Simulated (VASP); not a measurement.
The system is ZrC.

```
Zr C
1.0
     0.00000    2.36500    2.36500
     2.36500    0.00000    2.36500
     2.36500    2.36500    0.00000
Zr C
1 1
Direct
  0.50000 0.50000 0.50000
  0.00000 0.00000 0.00000
```

| Property | Result |
| --- | --- |
| Program | VASP 6.6.1 |
| Task | relaxation of cell and atoms |
| Functional | r2SCAN |
| Dispersion | rVV10 |
| Potentials or basis | VASP PAW PBE potentials, release 64 (Zr_sv, C) |
| Cutoff | 600 eV |
| k mesh | 12 × 12 × 12 |
| Occupations | methfessel-paxton, width 0.1 eV |
| Spin | no spin polarisation |

At the start: pressure -3.5 GPa; volume 13.23 Å³/atom.

**Question.** Where does the relaxation end?

**Answer.** Over 3 steps the energy falls by 2.3 meV/atom and the volume is 13.03 Å³/atom (-1.5 %); space group Fm-3m (No. 225, to 0.1 Å) before and after.

Step by step:
| step | energy change (eV) | largest force (eV/Å) | pressure (GPa) | volume (Å³) |
| --- | --- | --- | --- | --- |
| 1 | 0.0000 | 0.0000 | -3.51 | 26.46 |
| 2 | 0.0092 | 0.0000 | 6.55 | 25.36 |
| 3 | -0.0045 | 0.0000 | -0.02 | 26.05 |

Final structure:
```yaml
crystal:
  lattice:
    - [0.00000, 2.35288, 2.35288]
    - [2.35288, 0.00000, 2.35288]
    - [2.35288, 2.35288, 0.00000]
  atoms:
    - { symbol: Zr, position: [0.50000, 0.50000, 0.50000] }
    - { symbol: C, position: [0.00000, 0.00000, 0.00000] }
```

Caveat: the PAW data sets were made with another functional, which shifts forces and pressure a little.
